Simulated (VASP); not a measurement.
MgO, 2 atoms in the cell. It takes space group Fm-3m (No. 225, cubic). The conventional cell has a = 4.205 Å, b = 4.205 Å, c = 4.205 Å, α = 90.00°, β = 90.00°, γ = 90.00°. Mg (site symmetry m-3m) has 6 O at 2.10 Å within 2.8 Å. Within 2.8 Å of O (site symmetry m-3m) lie 6 Mg at 2.10 Å. 

| Item | Value |
| --- | --- |
| Program | VASP 6.6.1 |
| Task | relaxation of cell and atoms |
| Functional | r2SCAN |
| Potentials or basis | VASP PAW PBE potentials, release 64 (Mg, O) |
| Cutoff | 600 eV |
| k mesh | 10 × 10 × 10 |
| Occupations | gaussian, width 0.02 eV |
| Spin | no spin polarisation |
| Dipole correction | no |
| Further INCAR settings | ALGO = Normal; EDIFF = 1e-06; IBRION = 2; EDIFFG = -0.01; NSW = 100; ISIF = 3 |

Potentials or basis: VASP PAW PBE potentials, release 64 (Mg, O).

The run is started by

```console
$ cat potpaw_PBE.64/Mg/POTCAR potpaw_PBE.64/O/POTCAR > POTCAR
$ cp INCAR.step1 INCAR
$ mpirun -np 1 vasp_std > vasp.out
$ cp INCAR.step2 INCAR
$ mpirun -np 1 vasp_std > vasp.out
```

Hardware: 1 thread of Intel Xeon 8259CL, on a shared host.

Q: How long does it take, and how much memory?

A: Run time: 74 s on 1 thread of Intel Xeon 8259CL, on a shared host, peak memory 0.15 GiB. Counts: k points 47, ion steps 3.
